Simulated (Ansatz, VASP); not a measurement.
**NaH in VASP and in Ansatz**

Contents of INCAR:

```
PREC = Accurate
ENCUT = 600
EDIFF = 1E-6
ISMEAR = 0
SIGMA = 0.02
LREAL = False
LASPH = True
NELM = 60
ALGO = Normal
ISIF = 3
LWAVE = False
LCHARG = False
GGA = PE
IBRION = 2
NSW = 100
EDIFFG = -0.01
```

File KPOINTS:

```
Automatic mesh
0
Gamma
  6 6 6
```

Contents of POSCAR:

```
NaH
1.0
    4.7174062724      0.0000000000      0.0000000000
   -2.3587031362      4.0853936718      0.0000000000
    0.0000000000      0.0000000000      3.9878497144
Na H
1 1
Direct
    0.0000000000      0.0000000000      0.5000000000
    0.0000000000      0.0000000000      0.0000000000
```

Input for Ansatz:

```yaml
crystal:
  lattice:
    - [4.7174062724, 0.0, 0.0]
    - [-2.3587031362, 4.0853936718, 0.0]
    - [0.0, 0.0, 3.9878497144]
  atoms:
    - { symbol: Na, position: [0.0, 0.0, 0.5] }
    - { symbol: H, position: [0.0, 0.0, 0.0] }
basis:
  ecutwfc: 420
kpoints:
  mp_grid: { grid: [6, 6, 6] }
hamiltonian:
  xc: pbe
scf:
  occupations: { method: gaussian, width: 0.02 }
output:
  forces: true
  stress: true
  eigenvalues: true
  write_density: true
  write_potential: true
  elf: true
  volumetric_format: npy
relax:
  adjacent_minimum: "off"
  f_tol: 0.01
  max_steps: 80
  cell: { stress_tol: 0.05 }
```

Alike in both runs: task relaxation of cell and atoms; functional PBE; k mesh 6 × 6 × 6; occupations gaussian, width 0.02 eV; no spin polarisation.

```csv
,VASP,Ansatz
version,VASP 6.6.1,Ansatz 0.2.0
potentials or method,"VASP PAW PBE potentials, release 64 (Na_pv, H), cutoff 600 eV","scalar-relativistic, plane waves, PAW"
valence electrons in the cell,8,10
```

VASP gave:

```
gap on the k mesh at the Fermi level, each at its own relaxed structure (eV) : 3.33
relaxed volume (Å³/atom)                                                     : 50.42
relaxed cell length with the largest relative difference (Å)                 : 5.386
```

Which values does Ansatz return?

gap on the k mesh at the Fermi level, each at its own relaxed structure (eV): 3.37; relaxed volume (Å³/atom): 55.90; relaxed cell length with the largest relative difference (Å): 5.669.

One of these differences is far larger than is usual between the two programs; its cause wasn't traced. VASP's potentials hold 8 valence electrons a cell and Ansatz's 10, so a difference there can come from the potentials and not from the codes. Ansatz's warnings: xc potential rough in thin density.

Noted on VASP's run: the volume moved by over 15 % at a fixed basis, so the end points are rough.
